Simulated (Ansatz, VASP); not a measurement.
# Two plane-wave programs on Si

```
Si
1.0
     2.66830    0.00000    0.00000
    -1.33415    2.31081    0.00000
     0.00000    0.00000    4.44188
Si
2
Direct
  0.33333 0.66667 0.25000
  0.66667 0.33333 0.75000
```

Alike in both runs: functional r2SCAN; k mesh 9 × 9 × 4; occupations gaussian, width 0.1 eV; no spin polarisation.

Ansatz relaxed the structure, and its values are those at the end. VASP's run is a single point on that final structure, the one shown.

```csv
,VASP,Ansatz
version,VASP 6.6.1,Ansatz 0.2.0
potentials or method,"VASP PAW PBE potentials, release 64 (Si), cutoff 520 eV","scalar-relativistic, plane waves, PAW"
valence electrons in the cell,8,8
```

```tsv
	VASP	Ansatz	Ansatz less VASP
gap on the k mesh at the Fermi level (eV)	none	none	-
pressure (GPa)	0.2	0.2	-0.04
```

VASP's potentials were made for PBE, not for r2SCAN. A gap of «none» marks a metal or a gap that the smearing closes.
